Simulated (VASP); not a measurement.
# FeH6C2 (Fm-3m) in VASP: further runs

The runs below take FeH6C2 through single point, with r2SCAN, r2SCAN+U.

Program: VASP 6.6.1. These are calculated values, not measurements. Logs are shortened: lines on timing, memory, paths and dates and some standing lists are left out, and cuts for length are marked.

### 1 The cell of the first run

Symmetry: Fm-3m, No. 225, cubic system. The conventional cell has a = 5.905 Å, b = 5.905 Å, c = 5.905 Å, α = 90.00°, β = 90.00°, γ = 90.00°. H (site symmetry 4mm) has 1 Fe at 1.43 Å within 1.9 Å. Within 1.9 Å of Fe (site symmetry m-3m) lie 6 H at 1.43 Å. Within 2.8 Å of C (site symmetry -43m) lie 12 H at 2.09 Å and 4 Fe at 2.56 Å.

### 2 Single point, r2SCAN

POSCAR reads:

```
FeH6C2
1.0
    0.0000000000      2.9526670000      2.9526670000
    2.9526670000      0.0000000000      2.9526670000
    2.9526670000      2.9526670000      0.0000000000
H Fe C
6 1 2
Direct
    0.7580000000      0.2420000000      0.2420000000
    0.2420000000      0.7580000000      0.2420000000
    0.2420000000      0.7580000000      0.7580000000
    0.7580000000      0.2420000000      0.7580000000
    0.2420000000      0.2420000000      0.7580000000
    0.7580000000      0.7580000000      0.2420000000
    0.0000000000      0.0000000000      0.0000000000
    0.2500000000      0.2500000000      0.2500000000
    0.7500000000      0.7500000000      0.7500000000
```

INCAR.step1 reads:

```
PREC     = Accurate       # precision mode
ENCUT    = 520            # plane-wave cutoff, eV
ISMEAR   = -5             # smearing method
SIGMA    = 0.1            # smearing width, eV
LREAL    = False          # projectors in reciprocal space
LASPH    = True           # aspherical terms in the spheres
NELM     = 100            # most SCF steps
NBANDS   = 21             # bands
GGA      = PE             # functional
ALGO     = Normal         # electronic algorithm
EDIFF    = 1E-4           # SCF threshold, eV
LWAVE    = True           # write WAVECAR
LCHARG   = False          # write CHGCAR
```

INCAR.step2 reads:

```
PREC     = Accurate       # precision mode
ENCUT    = 520            # plane-wave cutoff, eV
EDIFF    = 1E-6           # SCF threshold, eV
ISMEAR   = -5             # smearing method
SIGMA    = 0.1            # smearing width, eV
LREAL    = False          # projectors in reciprocal space
LASPH    = True           # aspherical terms in the spheres
NELM     = 100            # most SCF steps
ALGO     = Normal         # electronic algorithm
ISIF     = 2              # what is computed and relaxed
LWAVE    = False          # write WAVECAR
LCHARG   = True           # write CHGCAR
METAGGA  = R2SCAN         # meta-GGA
LMIXTAU  = True         
LELF     = True           # ELF
LVHAR    = True         
NBANDS   = 21             # bands
ISTART   = 1
```

KPOINTS reads:

```
regular mesh
0
Gamma
  5 5 5
```

Potentials or basis: VASP PAW PBE potentials, release 64 (H, Fe, C).

Run with:

```bash
> cat potpaw_PBE.64/H/POTCAR potpaw_PBE.64/Fe/POTCAR potpaw_PBE.64/C/POTCAR > POTCAR
> cp INCAR.step1 INCAR
> mpirun -np 1 vasp_std > vasp.out
> cp INCAR.step2 INCAR
> mpirun -np 1 vasp_std > vasp.out
```

OUTCAR:

```text
PREC = Accurate
   ENCUT = 520
   EDIFF = 1E-6
   ISMEAR = -5
   LREAL = False
   LASPH = True
   NELM = 100
   ISIF = 2
   METAGGA = R2SCAN
   ISTART = 1

 ion  position               nearest neighbor table
   1  0.758  0.242  0.242-   7 1.43
   2  0.242  0.758  0.242-   7 1.43
   3  0.242  0.758  0.758-   7 1.43
   4  0.758  0.242  0.758-   7 1.43
   5  0.242  0.242  0.758-   7 1.43
   6  0.758  0.758  0.242-   7 1.43
   7  0.000  0.000  0.000-   1 1.43   2 1.43   3 1.43   4 1.43   5 1.43   6 1.43   9 2.56   9 2.56
                             9 2.56   8 2.56   9 2.56   8 2.56   8 2.56   8 2.56
   8  0.250  0.250  0.250-   7 2.56   7 2.56   7 2.56   7 2.56
   9  0.750  0.750  0.750-   7 2.56   7 2.56   7 2.56   7 2.56

  LATTYP: Found a face centered cubic cell.
 ALAT       =     5.9053340000

  Lattice vectors:

 A1 = (   0.0000000000,   2.9526670000,   2.9526670000)
 A2 = (   2.9526670000,   0.0000000000,   2.9526670000)
 A3 = (   2.9526670000,   2.9526670000,   0.0000000000)

Analysis of symmetry for initial positions (statically):
=====================================================================
 Subroutine PRICEL returns:
 Original cell was already a primitive cell.

 Routine SETGRP: Setting up the symmetry group for a
 face centered cubic supercell.

 Subroutine GETGRP returns: Found 48 space group operations
 (whereof 48 operations were pure point group operations)
 out of a pool of 48 trial point group operations.

The static configuration has the point symmetry O_h .

Analysis of symmetry for dynamics (positions and initial velocities):
=====================================================================
 Subroutine PRICEL returns:
 Original cell was already a primitive cell.

 Routine SETGRP: Setting up the symmetry group for a
 face centered cubic supercell.

 Subroutine GETGRP returns: Found 48 space group operations
 (whereof 48 operations were pure point group operations)
 out of a pool of 48 trial point group operations.

The dynamic configuration has the point symmetry O_h .

 Subroutine INISYM returns: Found 48 space group operations
 (whereof 48 operations are pure point group operations),
 and found     1 'primitive' translations

----------------------------------------------------------------------------------------

                                     Primitive cell

  volume of cell :      51.4841

  direct lattice vectors                    reciprocal lattice vectors
     0.000000000  2.952667000  2.952667000    -0.169338432  0.169338432  0.169338432
     2.952667000  0.000000000  2.952667000     0.169338432 -0.169338432  0.169338432
     2.952667000  2.952667000  0.000000000     0.169338432  0.169338432 -0.169338432

  length of vectors
     4.175701717  4.175701717  4.175701717     0.293302768  0.293302768  0.293302768

  position of ions in fractional coordinates (direct lattice)
     0.758000000  0.242000000  0.242000000
     0.242000000  0.758000000  0.242000000
     0.242000000  0.758000000  0.758000000
     0.758000000  0.242000000  0.758000000
     0.242000000  0.242000000  0.758000000
     0.758000000  0.758000000  0.242000000
     0.000000000  0.000000000  0.000000000
     0.250000000  0.250000000  0.250000000
     0.750000000  0.750000000  0.750000000

  ion indices of the primitive-cell ions
   primitive index   ion index
                 1           1
                 2           2
                 3           3
                 4           4
                 5           5
                 6           6
                 7           7
                 8           8
                 9           9

----------------------------------------------------------------------------------------

 KPOINTS: regular mesh

Automatic generation of k-mesh.
 Grid dimensions read from file:
 generate k-points for:    5    5    5

 Generating k-lattice:

  Cartesian coordinates                     Fractional coordinates (reciprocal lattice)
    -0.033867686  0.033867686  0.033867686     0.200000000  0.000000000  0.000000000
     0.033867686 -0.033867686  0.033867686     0.000000000  0.200000000  0.000000000
     0.033867686  0.033867686 -0.033867686     0.000000000  0.000000000  0.200000000

  Length of vectors
     0.058660554  0.058660554  0.058660554

  Shift w.r.t. Gamma in fractional coordinates (k-lattice)
     0.000000000  0.000000000  0.000000000

 TETIRR: Found     24 inequivalent tetrahedra from      750

 Subroutine IBZKPT returns following result:
 ===========================================

 Found     10 irreducible k-points:

 Following reciprocal coordinates:
            Coordinates               Weight
  0.000000  0.000000  0.000000      1.000000
  0.200000  0.000000  0.000000      8.000000
  0.400000  0.000000  0.000000      8.000000
  0.200000  0.200000  0.000000      6.000000
  0.400000  0.200000  0.000000     24.000000
 -0.400000  0.200000  0.000000     24.000000
 -0.200000  0.200000  0.000000     12.000000
  0.400000  0.400000  0.000000      6.000000
 -0.400000  0.400000  0.000000     12.000000
 -0.400000  0.400000  0.200000     24.000000
   k-points           NKPTS =     10   k-points in BZ     NKDIM =     10   number of bands    NBANDS=     21
   number of dos      NEDOS =    301   number of ions     NIONS =      9
   total plane-waves  NPLWV =  32768
   dimension x,y,z NGX =    32 NGY =   32 NGZ =   32
   dimension x,y,z NGXF=    64 NGYF=   64 NGZF=   64
   ions per type =               6   1   2
   NGX,Y,Z   is equivalent  to a cutoff of  12.74, 12.74, 12.74 a.u.
   NGXF,Y,Z  is equivalent  to a cutoff of  25.48, 25.48, 25.48 a.u.
 SYSTEM =  unknown system
   PREC   = accura    normal or accurate (medium, high low for compatibility)
   ISTART =      1    job   : 0-new  1-cont  2-samecut
   ICHARG =      0    charge: 1-file 2-atom 10-const
   ISPIN  =      1    spin polarized calculation?
   LNONCOLLINEAR =      F non collinear calculations
   LSORBIT =      F    spin-orbit coupling
   LASPH  =      T    aspherical Exc in radial PAW
   ENCUT  =  520.0 eV  38.22 Ry    6.18 a.u.   7.76  7.76  7.76*2*pi/ulx,y,z
   NELM   =    100;   NELMIN=  2; NELMDL=  0     # of ELM steps
   EDIFF  = 0.1E-05   stopping-criterion for ELM
   LREAL  =      F    real-space projection
   EDIFFG = 0.1E-04   stopping-criterion for IOM
   NSW    =      0    number of steps for IOM
   IBRION =     -1    ionic relax: 0-MD 1-quasi-New 2-CG
   NFREE  =      0    steps in history (QN), initial steepest desc. (CG)
   ISIF   =      2    stress and relaxation
   ISYM   =      2    0-nonsym 1-usesym 2-fastsym
   POTIM  = 0.5000    time-step for ionic-motion
   TEBEG  =    0.0;   TEEND  =   0.0 temperature during run
   PSTRESS=    0.0 pullay stress
   NELECT =      22.0000    total number of electrons
   NUPDOWN=      -1.0000    fix difference up-down
   EMIN   =  10.00;   EMAX   =-10.00  energy-range for DOS
   EFERMI =   0.00;   METHOD = LEGACY
   ISMEAR =    -5;   SIGMA  =   0.10  broadening in eV -4-tet -1-fermi 0-gaus
   EFERMI_NEDOS =   21; number of points for ismear=-14 and -15
   IALGO  =     38    algorithm
   IMIX   =      4    mixing-type and parameters
     AMIX     =   0.40;   BMIX     =  1.00
     AMIX_MAG =   1.60;   BMIX_MAG =  1.00
  volume/ion in A,a.u.               =       5.72        38.60
  Fermi-wavevector in a.u.,A,eV,Ry     =   1.233080  2.330183 20.687472  1.520486
  Thomas-Fermi vector in A             =   2.367825
   LORBIT       =      0    0 simple, 1 ext, 2 COOP (PROOUT), +10 PAW based schemes
   METAGGA = R2SCAN    functional components
   LHFCALC =     F    Hartree Fock is set to
   AEXX    =    0.0000 exact exchange contribution
   IVDW    =     0    specifies the selected vdW correction
   LEPSILON=     F    determine dielectric tensor
   LRPA    =     F    only Hartree local field effects (RPA)
 non-spin polarized calculation
 Fermi weights with tetrahedron method with Bloechl corrections
  energy-cutoff  :      520.00
  volume of cell :       51.48
 maximum number of plane-waves:      1411
   NGX = 15   NGY = 15   NGZ = 15

 number of electron      22.0000003 magnetization

 Free energy of the ion-electron system (eV)
  ---------------------------------------------------
  ext. energy  EPLUGINS =         0.00000000
  ---------------------------------------------------
  free energy    TOTEN  =       -39.41260300 eV

  energy without entropy =      -39.41260300  energy(sigma->0) =      -39.41260300

 E-fermi :   3.1944     XC(G=0): -11.8390

 val. band max:        3.1898234307   @ k =   0.4000   0.4000   0.0000
 cond. band min:       3.2049859153   @ k =   0.0000   0.0000   0.0000
 fundamental gap:      0.0151624846
 Fermi energy:         3.1944323603

 k-point     1 :       0.0000    0.0000    0.0000
  band No.  band energies     occupation
      1     -11.6438      2.00000
      2      -5.4986      2.00000
      3      -1.8333      2.00000
      4      -1.8333      2.00000
      5      -0.9474      2.00000
      6      -0.9474      2.00000
[... 13 lines left out ...]
     20      11.4851      0.00000
     21      19.9321      0.00000

 k-point     2 :       0.2000    0.0000    0.0000
  band No.  band energies     occupation
      1     -11.1895      2.00000
      2      -6.2026      2.00000
      3      -2.1710      2.00000
      4      -2.1710      2.00000
      5      -1.7413      2.00000
      6      -0.9948      2.00000
[... 13 lines left out ...]
     20      12.7277      0.00000
     21      18.2673      0.00000
[... 151 lines left out ...]
      5      -3.0719      2.00000
      6      -1.3879      2.00000
[... 13 lines left out ...]
     20      16.9231      0.00000
     21      17.0875      0.00000

 k-point    10 :      -0.4000    0.4000    0.2000
  band No.  band energies     occupation
      1      -8.9278      2.00000
      2      -7.7796      2.00000
      3      -5.1288      2.00000
      4      -4.7475      2.00000
      5      -1.9383      2.00000
      6      -1.3329      2.00000
[... 13 lines left out ...]
     20      17.4615      0.00000
     21      17.6290      0.00000

------------------------ aborting loop because EDIFF is reached ----------------------------------------

  FORCE on cell =-STRESS in cart. coord.  units (eV):
  Direction    XX          YY          ZZ          XY          YZ          ZX
  --------------------------------------------------------------------------------------
  -------------------------------------------------------------------------------------
  Total        1.7253098      1.7253098      1.7253098      0.0000000      0.0000000      0.0000000
  in kB       53.6913427     53.6913427     53.6913427      0.0000000      0.0000000      0.0000000
  external PRESSURE =      53.6913427 kB  Pullay stress =       0.0000000 kB

 VOLUME and BASIS-vectors are now :
 -----------------------------------------------------------------------------
  energy-cutoff  :      520.00
  volume of cell :       51.48
      direct lattice vectors                 reciprocal lattice vectors
     0.000000000  2.952667000  2.952667000    -0.169338432  0.169338432  0.169338432
     2.952667000  0.000000000  2.952667000     0.169338432 -0.169338432  0.169338432
     2.952667000  2.952667000  0.000000000     0.169338432  0.169338432 -0.169338432

 POSITION                                       TOTAL-FORCE (eV/Angst)
 -----------------------------------------------------------------------------------
      1.42909      2.95267      2.95267         2.421378     -0.000000      0.000000
      2.95267      1.42909      2.95267        -0.000000      2.421378      0.000000
      4.47624      2.95267      2.95267        -2.421378     -0.000000      0.000000
      2.95267      4.47624      2.95267        -0.000000     -2.421378      0.000000
      2.95267      2.95267      1.42909        -0.000000     -0.000000      2.421378
      2.95267      2.95267      4.47624        -0.000000     -0.000000     -2.421378
      0.00000      0.00000      0.00000        -0.000000     -0.000000      0.000000
      1.47633      1.47633      1.47633        -0.000000     -0.000000      0.000000
      4.42900      4.42900      4.42900        -0.000000     -0.000000     -0.000000
 -----------------------------------------------------------------------------------
    total drift:                                0.000000      0.000000      0.000000

  FREE ENERGIE OF THE ION-ELECTRON SYSTEM (eV)
  ---------------------------------------------------
  free  energy   TOTEN  =       -39.4126030039 eV

  energy  without entropy=      -39.4126030039  energy(sigma->0) =      -39.41260300
```

Run time: 2.1 min. Hardware: 1 thread of Intel Xeon 8259CL, shared host; peak memory 0.19 GiB.

What came out:

```yaml
Free_energy: -39.4126 eV
Pressure: 5.4 GPa
Largest_force: 2.421 eV/Å
Band_gap_on_the_k_mesh: 0.02 eV (least direct gap 1.24 eV)
```

Forces in eV/Å, atoms in the order of the input:
```
H    2.421  0.000  0.000
H    0.000  2.421  0.000
H   -2.421  0.000  0.000
H    0.000 -2.421  0.000
H    0.000  0.000  2.421
H    0.000  0.000 -2.421
Fe   0.000  0.000  0.000
C    0.000  0.000  0.000
C    0.000  0.000  0.000
```

Levels at points of the mesh, in eV from the valence-band top:
```csv
k point,band 8,band 9,band 10,band 11,band 12,band 13,band 14,band 15
"(0.00, 0.00, 0.00)",-2.37,-2.37,-2.37,-1.28,0.02,0.02,0.02,0.95
```

Caveat: the cell stands under pressure; the PAW data sets were made with another functional, which shifts forces and pressure a little; an odd mesh through Γ misses points on the zone boundary, where band edges can lie.

### 3 Single point, r2SCAN

POSCAR is that of step 2.

INCAR.step1 reads:

```
SYSTEM = FeH6C2
ALGO = Normal
EDIFF = 1E-4
ENCUT = 520
GGA = PE
ISMEAR = -5
LASPH = .True.
LCHARG = .False.
LREAL = .False.
LWAVE = .True.
NBANDS = 21
NELECT = 23.0
NELM = 80
PREC = Accurate
SIGMA = 0.1
```

INCAR.step2 reads:

```
SYSTEM = FeH6C2
ALGO = Normal
EDIFF = 1E-7
ENCUT = 520
ISIF = 2
ISMEAR = -5
ISTART = 1
LASPH = .True.
LCHARG = .False.
LMIXTAU = .True.
LREAL = .False.
LWAVE = .False.
METAGGA = R2SCAN
NBANDS = 21
NELECT = 23.0
NELM = 80
PREC = Accurate
SIGMA = 0.1
```

KPOINTS reads:

```
k-points
0
Gamma
  5 5 5
  0 0 0
```

Potentials or basis: VASP PAW PBE potentials, release 64 (H, Fe, C).

Run with:

```bash
> cat potpaw_PBE.64/H/POTCAR potpaw_PBE.64/Fe/POTCAR potpaw_PBE.64/C/POTCAR > POTCAR
> cp INCAR.step1 INCAR
> mpirun -np 1 vasp_std > vasp.out
> cp INCAR.step2 INCAR
> mpirun -np 1 vasp_std > vasp.out
```

It took 2.8 min on 1 thread of Intel Xeon 8259CL, shared host; peak memory 0.18 GiB.

It converged, with:

- Free energy: -35.5312 eV
- Largest force: 2.490 eV/Å

Forces in eV/Å, atoms in the order of the input:
```
H    2.490  0.000  0.000
H    0.000  2.490  0.000
H   -2.490  0.000  0.000
H    0.000 -2.490  0.000
H    0.000  0.000  2.490
H    0.000  0.000 -2.490
Fe   0.000  0.000  0.000
C    0.000  0.000  0.000
C    0.000  0.000  0.000
```

Levels at points of the mesh, in eV from the Fermi level:
```tsv
k point	band 7	band 8	band 9	band 10	band 11	band 12	band 13	band 14	band 15	band 16
(0.00, 0.00, 0.00)	-5.22	-3.72	-3.72	-3.72	-2.35	-0.98	-0.98	-0.98	0.02	0.02
```

Caveat: the k points lie up to 0.37 Å⁻¹ apart, too coarse for converged energies and pressures of a metal; the cell carries a net charge on a neutralising background, which shifts energy and pressure; the cell is charged against a uniform background, so pressure and absolute levels hang on convention; the PAW data sets were made with another functional, which shifts forces and pressure a little; the run has no spin polarisation, though such a crystal can be magnetic; tetrahedron occupations give inexact forces and stress in metals.

[end of part 1 of 2]
